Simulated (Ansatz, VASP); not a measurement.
NaCl in VASP and in Ansatz

Contents of INCAR:

```
  PREC = Accurate
  ENCUT = 520
  EDIFF = 1E-6
  ISMEAR = 0
  SIGMA = 0.02
  LREAL = F
  LASPH = T
  NELM = 80
  ALGO = Normal
  ISIF = 2
  LWAVE = F
  LCHARG = F
  GGA = PE
  NBANDS = 14
```

Contents of KPOINTS:

```
regular mesh
0
Gamma
  8 8 8
```

File POSCAR:

```
NaCl
1.0
    0.0000000000      2.7292346914      2.7292346914
    2.7292346914      0.0000000000      2.7292346914
    2.7292346914      2.7292346914      0.0000000000
Na Cl
1 1
Direct
    0.0000000000      0.0000000000      0.0000000000
    0.5000000000      0.5000000000      0.5000000000
```

Input for Ansatz:

```yaml
crystal:
  lattice:
    - [0.0, 2.7292346914, 2.7292346914]
    - [2.7292346914, 0.0, 2.7292346914]
    - [2.7292346914, 2.7292346914, 0.0]
  atoms:
    - { symbol: Na, position: [0.0, 0.0, 0.0] }
    - { symbol: Cl, position: [0.5, 0.5, 0.5] }
basis:
  ecutwfc: 420
kpoints:
  mp_grid: { grid: [8, 8, 8] }
hamiltonian:
  xc: pbe
scf:
  occupations: { method: gaussian, width: 0.02 }
output:
  forces: true
  stress: true
  eigenvalues: true
  write_density: true
  write_potential: true
  elf: true
  volumetric_format: npy
```

Alike in both runs: task single point; functional PBE; k mesh 8 × 8 × 8; occupations gaussian, width 0.02 eV; no spin polarisation.

|  | VASP | Ansatz |
| --- | --- | --- |
| version | VASP 6.6.1 | Ansatz 0.2.0 |
| potentials or method | VASP PAW PBE potentials, release 64 (Na_pv, Cl), cutoff 520 eV | scalar-relativistic, plane waves, PAW |
| valence electrons in the cell | 14 | 16 |

VASP gave:

- gap on the k mesh at the Fermi level (eV): 5.51
- least direct gap on the mesh (eV): 5.51
- pressure (GPa): 4.0

Problem. What did Ansatz give for the same quantities?

Solution. gap on the k mesh at the Fermi level (eV): 5.51; least direct gap on the mesh (eV): 5.51; pressure (GPa): 4.1.

VASP's potentials hold 14 valence electrons a cell and Ansatz's 16, so a difference there can come from the potentials and not from the codes.
